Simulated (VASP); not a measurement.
SiC (alt):

```
C Si
1.0
     0.00000    2.25261    2.25261
     2.25261    0.00000    2.25261
     2.25261    2.25261    0.00000
C Si
1 1
Direct
  0.75000 0.75000 0.75000
  0.50000 0.50000 0.50000
```

* Program: VASP 6.6.1
* Task: relaxation of cell and atoms
* Functional: PBE
* Potentials or basis: VASP PAW PBE potentials, release 64 (C, Si)
* Cutoff: 600 eV
* k mesh: 8 × 8 × 8
* Occupations: gaussian, width 0.1 eV
* Spin: no spin polarisation

At the start: pressure -15.4 GPa; volume 11.43 Å³/atom.

Where does the relaxation end?

Over 3 steps the energy falls by 48.4 meV/atom and the volume is 10.50 Å³/atom (-8.1 %); space group F-43m (No. 216, to 0.05 Å).

Step by step:
```tsv
step	energy change (eV)	largest force (eV/Å)	pressure (GPa)	volume (Å³)
1	0.0000	0.0000	-15.36	22.86
2	-0.0099	0.0000	19.06	19.42
3	-0.0968	0.0000	-0.21	21.00
```

Final structure:
```
C Si
1.0
     0.00000    2.18982    2.18982
     2.18982    0.00000    2.18982
     2.18982    2.18982    0.00000
C Si
1 1
Direct
  0.75000 0.75000 0.75000
  0.50000 0.50000 0.50000
```
